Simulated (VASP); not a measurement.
Input of a VASP 6.6.1 run:

File POSCAR:

```
Si
1.0
    3.8313174605      0.0000000000      0.0000000000
   -1.9156587303      3.7533422453      0.0000000000
    0.0000000000      0.0000000000      6.3326220002
Si
4
Direct
    0.3333333333      0.6666666667      0.0630095000
    0.6666666667      0.3333333333      0.5630095000
    0.3333333333      0.6666666667      0.4369905000
    0.6666666667      0.3333333333      0.9369905000
```

File INCAR.step1:

```
PREC     = Accurate       # precision mode
ENCUT    = 520            # plane-wave cutoff, eV
ISMEAR   = 0              # smearing method
SIGMA    = 0.05           # smearing width, eV
LREAL    = F              # projectors in reciprocal space
LASPH    = T              # aspherical terms in the spheres
NELM     = 100            # most SCF steps
NBANDS   = 16             # bands
GGA      = PE             # functional
ALGO     = Normal         # electronic algorithm
EDIFF    = 1E-4           # SCF threshold, eV
LWAVE    = T              # write WAVECAR
LCHARG   = F              # write CHGCAR
```

Contents of INCAR.step2:

```
PREC     = Accurate       # precision mode
ENCUT    = 520            # plane-wave cutoff, eV
EDIFF    = 1E-6           # SCF threshold, eV
ISMEAR   = 0              # smearing method
SIGMA    = 0.05           # smearing width, eV
LREAL    = F              # projectors in reciprocal space
LASPH    = T              # aspherical terms in the spheres
NELM     = 100            # most SCF steps
ALGO     = Normal         # electronic algorithm
ISIF     = 2              # what is computed and relaxed
LWAVE    = F              # write WAVECAR
LCHARG   = F              # write CHGCAR
METAGGA  = R2SCAN         # meta-GGA
LMIXTAU  = T            
NBANDS   = 16             # bands
ISTART   = 1
```

The input KPOINTS:

```
regular mesh
0
Gamma
  12 12 6
```

Potentials or basis: VASP PAW PBE potentials, release 64 (Si).

Command:

```console
$ cat potpaw_PBE.64/Si/POTCAR > POTCAR
$ cp INCAR.step1 INCAR
$ mpirun -np 1 vasp_std > vasp.out
$ cp INCAR.step2 INCAR
$ mpirun -np 1 vasp_std > vasp.out
```

Q: Predict the pressure.

A: -8.1 GPa.

Q: What does it give for the largest force?

A: 0.479 eV/Å.

Q: Predict the band gap on the k mesh.

A: Zero (bands 8 and 9 overlap by 0.12 eV).

Stress tensor (GPa, compression positive):
```
 -3.77   0.00   0.00
  0.00 -19.04   0.00
  0.00   0.00  -1.39
```

Caveat: the cell differs from its parent crystal (strain +0.1312 x Voigt [0, 1, 0, 0, 0, 0]); the cell stands under tension; semilocal functionals underestimate gaps, so a narrow gap can read as zero; the PAW data sets were made with another functional, which shifts forces and pressure a little.
